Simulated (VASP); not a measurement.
# TaS2 (TaS2 monolayer) in VASP: notebook

Runs on TaS2 (TaS2 monolayer). Level: PBE. Tasks: single point.

Everything below comes from runs of VASP 6.6.1. Logs are shortened: lines on timing, memory, paths and dates and some standing lists are left out, and cuts for length are marked.

## (1) The cell of the first run

The cell holds a slab with vacuum, 3 atoms: a = 3.350 Å, b = 3.350 Å, c = 17.930 Å, α = 90.00°, β = 90.00°, γ = 120.00°.

## (2) Single point, PBE

INCAR reads:

```
SYSTEM = TaS2
PREC = Accurate ; ENCUT = 400
EDIFF = 1E-6 ; ISMEAR = 0
SIGMA = 0.02 ; LREAL = .FALSE.
LASPH = .TRUE. ; NELM = 120
ALGO = Normal ; ISIF = 2
LWAVE = .FALSE. ; LCHARG = .TRUE.
GGA = PE ; LELF = .TRUE.
LVHAR = .TRUE. ; NBANDS = 18
GGA_COMPAT = .FALSE. ; NELMDL = -8
```

KPOINTS reads:

```
regular mesh
0
G
  9 9 1
  0 0 0
```

POSCAR reads:

```
TaS2
1.0
    3.3500000000      0.0000000000      0.0000000000
   -1.6750000000      2.9011851027      0.0000000000
    0.0000000000      0.0000000000     17.9300000000
Ta S
1 2
Direct
    0.0000000000      0.0000000000      0.5005577245
    0.6666666700      0.3333333300      0.4182933600
    0.3333333300      0.6666666700      0.5817066400
```

Potentials or basis: VASP PAW PBE potentials, release 64 (Ta_pv, S).

Command:

```
$ cat potpaw_PBE.64/Ta_pv/POTCAR potpaw_PBE.64/S/POTCAR > POTCAR
$ mpirun -np 1 vasp_std > vasp.out
```

OUTCAR:

```text
SYSTEM = TaS2
   PREC = Accurate
   ENCUT = 400
   EDIFF = 1E-6
   ISMEAR = 0
   LREAL = .FALSE.
   LASPH = .TRUE.
   NELM = 120
   ISIF = 2
   GGA = PE
   NELMDL = -8

 ion  position               nearest neighbor table
   1  0.000  0.000  0.501-   3 2.42   3 2.42   3 2.42   2 2.43   2 2.43   2 2.43
   2  0.667  0.333  0.418-   1 2.43   1 2.43   1 2.43
   3  0.333  0.667  0.582-   1 2.42   1 2.42   1 2.42

  LATTYP: Found a hexagonal cell.
 ALAT       =     3.3500000000
 C/A-ratio  =     5.3522388060

  Lattice vectors:

 A1 = (   3.3500000000,   0.0000000000,   0.0000000000)
 A2 = (  -1.6750000000,   2.9011851027,   0.0000000000)
 A3 = (   0.0000000000,   0.0000000000,  17.9300000000)

Analysis of symmetry for initial positions (statically):
=====================================================================
 Subroutine PRICEL returns:
 Original cell was already a primitive cell.

 Routine SETGRP: Setting up the symmetry group for a
 hexagonal supercell.

 Subroutine GETGRP returns: Found  6 space group operations
 (whereof  6 operations were pure point group operations)
 out of a pool of 24 trial point group operations.

The static configuration has the point symmetry C_3v.

Analysis of symmetry for dynamics (positions and initial velocities):
=====================================================================
 Subroutine PRICEL returns:
 Original cell was already a primitive cell.

 Routine SETGRP: Setting up the symmetry group for a
 hexagonal supercell.

 Subroutine GETGRP returns: Found  6 space group operations
 (whereof  6 operations were pure point group operations)
 out of a pool of 24 trial point group operations.

The dynamic configuration has the point symmetry C_3v.

 Subroutine INISYM returns: Found  6 space group operations
 (whereof  6 operations are pure point group operations),
 and found     1 'primitive' translations

----------------------------------------------------------------------------------------

                                     Primitive cell

  volume of cell :     174.2611

  direct lattice vectors                    reciprocal lattice vectors
     3.350000000  0.000000000  0.000000000     0.298507463  0.172343364  0.000000000
    -1.675000000  2.901185103  0.000000000     0.000000000  0.344686728  0.000000000
     0.000000000  0.000000000 17.930000000     0.000000000  0.000000000  0.055772448

  length of vectors
     3.350000000  3.350000000 17.930000000     0.344686728  0.344686728  0.055772448

  position of ions in fractional coordinates (direct lattice)
     0.000000000  0.000000000  0.500557724
     0.666666670  0.333333330  0.418293360
     0.333333330  0.666666670  0.581706640

  ion indices of the primitive-cell ions
   primitive index   ion index
                 1           1
                 2           2
                 3           3

----------------------------------------------------------------------------------------

 KPOINTS: regular mesh

Automatic generation of k-mesh.
 Grid dimensions read from file:
 generate k-points for:    9    9    1

 Generating k-lattice:

  Cartesian coordinates                     Fractional coordinates (reciprocal lattice)
     0.033167496  0.019149263  0.000000000     0.111111111  0.000000000  0.000000000
     0.000000000  0.038298525  0.000000000     0.000000000  0.111111111  0.000000000
     0.000000000  0.000000000  0.055772448     0.000000000  0.000000000  1.000000000

  Length of vectors
     0.038298525  0.038298525  0.055772448

  Shift w.r.t. Gamma in fractional coordinates (k-lattice)
     0.000000000  0.000000000  0.000000000

 Subroutine IBZKPT returns following result:
 ===========================================

 Found     12 irreducible k-points:

 Following reciprocal coordinates:
            Coordinates               Weight
  0.000000  0.000000  0.000000      1.000000
  0.111111  0.000000  0.000000      6.000000
  0.222222  0.000000  0.000000      6.000000
  0.333333  0.000000  0.000000      6.000000
  0.444444  0.000000  0.000000      6.000000
  0.111111  0.111111  0.000000      6.000000
  0.222222  0.111111  0.000000     12.000000
  0.333333  0.111111  0.000000     12.000000
  0.444444  0.111111  0.000000      6.000000
  0.222222  0.222222  0.000000      6.000000
  0.333333  0.222222  0.000000     12.000000
  0.333333  0.333333  0.000000      2.000000
   k-points           NKPTS =     12   k-points in BZ     NKDIM =     12   number of bands    NBANDS=     18
   number of dos      NEDOS =    301   number of ions     NIONS =      3
   total plane-waves  NPLWV =  69120
   dimension x,y,z NGX =    24 NGY =   24 NGZ =  120
   dimension x,y,z NGXF=    48 NGYF=   48 NGZF=  240
   ions per type =               1   2
   NGX,Y,Z   is equivalent  to a cutoff of  11.91, 11.91, 11.13 a.u.
   NGXF,Y,Z  is equivalent  to a cutoff of  23.82, 23.82, 22.25 a.u.
 SYSTEM =  TaS2
   PREC   = accura    normal or accurate (medium, high low for compatibility)
   ISTART =      0    job   : 0-new  1-cont  2-samecut
   ICHARG =      2    charge: 1-file 2-atom 10-const
   ISPIN  =      1    spin polarized calculation?
   LNONCOLLINEAR =      F non collinear calculations
   LSORBIT =      F    spin-orbit coupling
   LASPH  =      T    aspherical Exc in radial PAW
   ENCUT  =  400.0 eV  29.40 Ry    5.42 a.u.   5.46  5.46 29.24*2*pi/ulx,y,z
   NELM   =    120;   NELMIN=  2; NELMDL= -8     # of ELM steps
   EDIFF  = 0.1E-05   stopping-criterion for ELM
   LREAL  =      F    real-space projection
   EDIFFG = 0.1E-04   stopping-criterion for IOM
   NSW    =      0    number of steps for IOM
   IBRION =     -1    ionic relax: 0-MD 1-quasi-New 2-CG
   NFREE  =      0    steps in history (QN), initial steepest desc. (CG)
   ISIF   =      2    stress and relaxation
   ISYM   =      2    0-nonsym 1-usesym 2-fastsym
   POTIM  = 0.5000    time-step for ionic-motion
   TEBEG  =    0.0;   TEEND  =   0.0 temperature during run
   PSTRESS=    0.0 pullay stress
   NELECT =      23.0000    total number of electrons
   NUPDOWN=      -1.0000    fix difference up-down
   EMIN   =  10.00;   EMAX   =-10.00  energy-range for DOS
   EFERMI =   0.00;   METHOD = LEGACY
   ISMEAR =     0;   SIGMA  =   0.02  broadening in eV -4-tet -1-fermi 0-gaus
   EFERMI_NEDOS =   21; number of points for ismear=-14 and -15
   IALGO  =     38    algorithm
   IMIX   =      4    mixing-type and parameters
     AMIX     =   0.40;   BMIX     =  1.00
     AMIX_MAG =   1.60;   BMIX_MAG =  1.00
  volume/ion in A,a.u.               =      58.09       391.99
  Fermi-wavevector in a.u.,A,eV,Ry     =   0.833522  1.575129  9.452778  0.694760
  Thomas-Fermi vector in A             =   1.946761
   LORBIT       =      0    0 simple, 1 ext, 2 COOP (PROOUT), +10 PAW based schemes
   GGA     = PE    functional components
   LHFCALC =     F    Hartree Fock is set to
   AEXX    =    0.0000 exact exchange contribution
   IVDW    =     0    specifies the selected vdW correction
   LEPSILON=     F    determine dielectric tensor
   LRPA    =     F    only Hartree local field effects (RPA)
 non-spin polarized calculation
 Gauss-broadening in eV      SIGMA  =   0.02
  energy-cutoff  :      400.00
  volume of cell :      174.26
 maximum number of plane-waves:      3227
 NGX is ok and might be reduce to    24
   NGX = 11   NGY = 11   NGZ = 59

 number of electron      22.9999997 magnetization

 Free energy of the ion-electron system (eV)
  ---------------------------------------------------
  ext. energy  EPLUGINS =         0.00000000
  ---------------------------------------------------
  free energy    TOTEN  =       -23.02935173 eV

  energy without entropy =      -23.02760044  energy(sigma->0) =      -23.02847608

 E-fermi :  -1.5380     XC(G=0):  -3.9889

 val. band max:       -1.7394883866   @ k =   0.3333   0.1111   0.0000
 cond. band min:      -1.5314948610   @ k =   0.2222   0.1111   0.0000
 fundamental gap:      0.2079935256
 Fermi energy:        -1.5379674039

 k-point     1 :       0.0000    0.0000    0.0000
  band No.  band energies     occupation
      1     -36.8318      2.00000
      2     -36.8076      2.00000
      3     -36.8076      2.00000
      4     -16.5288      2.00000
      5     -14.8113      2.00000
      6      -7.8896      2.00000
[... 10 lines left out ...]
     17       2.8950      0.00000
     18       3.1309      0.00000

 k-point     2 :       0.1111    0.0000    0.0000
  band No.  band energies     occupation
      1     -36.8437      2.00000
      2     -36.8248      2.00000
      3     -36.8158      2.00000
      4     -16.3357      2.00000
      5     -14.8044      2.00000
      6      -7.6724      2.00000
[... 10 lines left out ...]
     17       3.2179      0.00000
     18       3.4493      0.00000

 k-point     3 :       0.2222    0.0000    0.0000
  band No.  band energies     occupation
      1     -36.9338      2.00000
      2     -36.8365      2.00000
      3     -36.8072      2.00000
      4     -15.8180      2.00000
      5     -14.7800      2.00000
      6      -7.1774      2.00000
[... 10 lines left out ...]
     17       3.9297      0.00000
     18       4.2125      0.00000

 k-point     4 :       0.3333    0.0000    0.0000
  band No.  band energies     occupation
      1     -37.0343      2.00000
      2     -36.8598      2.00000
      3     -36.7871      2.00000
      4     -15.2287      2.00000
      5     -14.6546      2.00000
      6      -7.5444      2.00000
[... 10 lines left out ...]
     17       4.3339      0.00000
     18       4.9203      0.00000

 k-point     5 :       0.4444    0.0000    0.0000
  band No.  band energies     occupation
      1     -37.0987      2.00000
      2     -36.8750      2.00000
      3     -36.7740      2.00000
      4     -15.0266      2.00000
      5     -14.2853      2.00000
      6      -8.3978      2.00000
[... 10 lines left out ...]
     17       3.7811      0.00000
     18       4.5831      0.00000

 k-point     6 :       0.1111    0.1111    0.0000
  band No.  band energies     occupation
      1     -36.9035      2.00000
      2     -36.8338      2.00000
      3     -36.8124      2.00000
      4     -15.9775      2.00000
      5     -14.7911      2.00000
      6      -7.2699      2.00000
[... 10 lines left out ...]
     17       3.7136      0.00000
     18       3.9937      0.00000

 k-point     7 :       0.2222    0.1111    0.0000
  band No.  band energies     occupation
      1     -36.9911      2.00000
      2     -36.8632      2.00000
      3     -36.7936      2.00000
      4     -15.3862      2.00000
      5     -14.7495      2.00000
      6      -7.0816      2.00000
[... 10 lines left out ...]
     17       4.5197      0.00000
     18       4.8969      0.00000

 k-point     8 :       0.3333    0.1111    0.0000
  band No.  band energies     occupation
      1     -37.0665      2.00000
      2     -36.8893      2.00000
      3     -36.7771      2.00000
      4     -14.9748      2.00000
      5     -14.4983      2.00000
      6      -7.8747      2.00000
[... 10 lines left out ...]
     17       4.4449      0.00000
     18       4.9854      0.00000

 k-point     9 :       0.4444    0.1111    0.0000
  band No.  band energies     occupation
      1     -37.0959      2.00000
      2     -36.8996      2.00000
      3     -36.7706      2.00000
      4     -14.9225      2.00000
      5     -14.2416      2.00000
      6      -8.3509      2.00000
[... 10 lines left out ...]
     17       4.2061      0.00000
     18       5.2557      0.00000

 k-point    10 :       0.2222    0.2222    0.0000
  band No.  band energies     occupation
      1     -37.0388      2.00000
      2     -36.9103      2.00000
      3     -36.7783      2.00000
      4     -14.8424      2.00000
      5     -14.6989      2.00000
      6      -7.2878      2.00000
[... 10 lines left out ...]
     17       5.2010      0.00000
     18       5.5931      0.00000

 k-point    11 :       0.3333    0.2222    0.0000
  band No.  band energies     occupation
      1     -37.0611      2.00000
      2     -36.9496      2.00000
      3     -36.7684      2.00000
      4     -14.6996      2.00000
      5     -14.3971      2.00000
      6      -7.7631      2.00000
[... 10 lines left out ...]
     17       5.2276      0.00000
     18       5.6434      0.00000

 k-point    12 :       0.3333    0.3333    0.0000
  band No.  band energies     occupation
      1     -37.0169      2.00000
      2     -37.0155      2.00000
      3     -36.7650      2.00000
      4     -14.5062      2.00000
      5     -14.4411      2.00000
      6      -7.1572      2.00000
[... 10 lines left out ...]
     17       5.2309      0.00000
     18       6.8829      0.00000

------------------------ aborting loop because EDIFF is reached ----------------------------------------

  FORCE on cell =-STRESS in cart. coord.  units (eV):
  Direction    XX          YY          ZZ          XY          YZ          ZX
  --------------------------------------------------------------------------------------
  -------------------------------------------------------------------------------------
  Total        2.6759582      2.6759582      3.9895614     -0.0000000      0.0000000      0.0000000
  in kB       24.6030736     24.6030736     36.6804965     -0.0000000      0.0000000      0.0000000
  external PRESSURE =      28.6288812 kB  Pullay stress =       0.0000000 kB

 VOLUME and BASIS-vectors are now :
 -----------------------------------------------------------------------------
  energy-cutoff  :      400.00
  volume of cell :      174.26
      direct lattice vectors                 reciprocal lattice vectors
     3.350000000  0.000000000  0.000000000     0.298507463  0.172343364  0.000000000
    -1.675000000  2.901185103  0.000000000     0.000000000  0.344686728  0.000000000
     0.000000000  0.000000000 17.930000000     0.000000000  0.000000000  0.055772448

 POSITION                                       TOTAL-FORCE (eV/Angst)
 -----------------------------------------------------------------------------------
      0.00000      0.00000      8.97500         0.000000     -0.000000     -0.259183
      1.67500      0.96706      7.50000        -0.000000      0.000000     -1.242362
     -0.00000      1.93412     10.43000         0.000000     -0.000000      1.501545
 -----------------------------------------------------------------------------------
    total drift:                               -0.000000      0.000000      0.000175

  FREE ENERGIE OF THE ION-ELECTRON SYSTEM (eV)
  ---------------------------------------------------
  free  energy   TOTEN  =       -23.0293517260 eV

  energy  without entropy=      -23.0276004351  energy(sigma->0) =      -23.02847608
```

Run time: 92 s. Hardware: 1 thread of Intel Xeon 8259CL, shared host; peak memory 0.23 GiB.

What came out:

| Property | Result |
| --- | --- |
| Free energy | -23.0294 eV |
| Largest force | 1.502 eV/Å |

Forces on the atoms (eV/Å):
```
Ta   0.000  0.000 -0.259
S    0.000  0.000 -1.242
S    0.000  0.000  1.502
```

Levels at points of the mesh, in eV from the Fermi level:
```tsv
k point	band 8	band 9	band 10	band 11	band 12	band 13	band 14	band 15
(0.00, 0.00, 0.00)	-4.25	-2.59	-0.83	-0.83	0.01	0.01	0.61	4.34
```

Caveat: spin-orbit coupling is left out, which moves the levels of the heavy elements.

## (3) Single point, PBE

INCAR reads:

```
SYSTEM = TaS2
ALGO = Normal
EDIFF = 1E-6
ENCUT = 400
GGA = PE
GGA_COMPAT = .False.
ISIF = 2
ISMEAR = 0
LASPH = .True.
LCHARG = .False.
LREAL = .False.
LWAVE = .False.
NBANDS = 18
NELM = 120
NELMDL = -8
PREC = Accurate
SIGMA = 0.02
```

KPOINTS reads:

```
k-points
0
Gamma
  9 9 1
  0 0 0
```

POSCAR: that of step 2 with these lines changed.

```diff
@@ -8,3 +8,3 @@
 Direct
-    0.0000000000      0.0000000000      0.5005577245
+    0.0000000000      0.0000000000      0.4994422755
     0.6666666700      0.3333333300      0.4182933600
```

Potentials or basis: VASP PAW PBE potentials, release 64 (Ta_pv, S).

Command:

```
$ cat potpaw_PBE.64/Ta_pv/POTCAR potpaw_PBE.64/S/POTCAR > POTCAR
$ mpirun -np 1 vasp_std > vasp.out
```

Run time: 80 s. Hardware: 1 thread of Intel Xeon 8259CL, shared host; peak memory 0.24 GiB.

It converged, with:

* Free energy: -23.0294 eV
* Largest force: 1.502 eV/Å

Forces in eV/Å, atoms in the order of the input:
```
Ta   0.000  0.000  0.259
S    0.000  0.000 -1.502
S    0.000  0.000  1.242
```

Levels at points of the mesh, in eV from the Fermi level:
| k point | band 9 | band 10 | band 11 | band 12 | band 13 | band 14 |
| --- | --- | --- | --- | --- | --- | --- |
| (0.00, 0.00, 0.00) | -2.59 | -0.83 | -0.83 | 0.01 | 0.01 | 0.61 |

Caveat: spin-orbit coupling is left out, which moves the levels of the heavy elements.

[end of part 1 of 2]
